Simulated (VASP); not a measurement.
Wanted: the native input for a VASP 6.6.1 run.

```
Task                   : single point
Functional             : r2SCAN
Potentials or basis    : VASP PAW PBE potentials, release 64 (Mg, O)
Cutoff                 : 520 eV
k mesh                 : 10 × 10 × 10
Occupations            : gaussian, width 0.01 eV
Spin                   : no spin polarisation
Dipole correction      : no
Further INCAR settings : ALGO = Normal; EDIFF = 1e-06; NBANDS = 11
```

Crystal: MgO (Periclase).

```
CELL_PARAMETERS angstrom
0.00000 2.08178 2.08178
2.08178 0.00000 2.08178
2.08178 2.08178 0.00000
ATOMIC_POSITIONS crystal
Mg 0.00000 0.00000 0.00000
O 0.50000 0.50000 0.50000
```

This cell differs from its parent crystal: strain -1.0%.

The input as run:

POSCAR

```
MgO
1.0
    0.0000000000      2.0817769957      2.0817769957
    2.0817769957      0.0000000000      2.0817769957
    2.0817769957      2.0817769957      0.0000000000
Mg O
1 1
Direct
    0.0000000000      0.0000000000      0.0000000000
    0.5000000000      0.5000000000      0.5000000000
```

INCAR.step1

```
PREC = Accurate
ENCUT = 520
ISMEAR = 0
SIGMA = 0.01
LREAL = False
LASPH = True
NELM = 100
NBANDS = 11
GGA = PE
ALGO = Normal
EDIFF = 1E-4
LWAVE = True
LCHARG = False
```

INCAR.step2

```
PREC = Accurate
ENCUT = 520
EDIFF = 1E-6
ISMEAR = 0
SIGMA = 0.01
LREAL = False
LASPH = True
NELM = 100
ALGO = Normal
ISIF = 2
LWAVE = False
LCHARG = True
METAGGA = R2SCAN
LMIXTAU = True
LELF = True
LVHAR = True
NBANDS = 11
ISTART = 1
```

KPOINTS

```
regular mesh
0
Gamma
  10 10 10
```

Potentials or basis: VASP PAW PBE potentials, release 64 (Mg, O).

Command:

```bash
$ cat potpaw_PBE.64/Mg/POTCAR potpaw_PBE.64/O/POTCAR > POTCAR
$ cp INCAR.step1 INCAR
$ mpirun -np 1 vasp_std > vasp.out
$ cp INCAR.step2 INCAR
$ mpirun -np 1 vasp_std > vasp.out
```

It gave:

The pressure is 4.0 GPa and the band gap on the k mesh is 5.96 eV, direct.

Caveat: the cell differs from its parent crystal (strain -1.0%); the PAW data sets were made with another functional, which shifts forces and pressure a little.

Wall time 51 s on 1 thread of AMD EPYC 7R43 64-Core Processor (Zen 3), with other jobs on the host, peak memory 0.11 GiB.
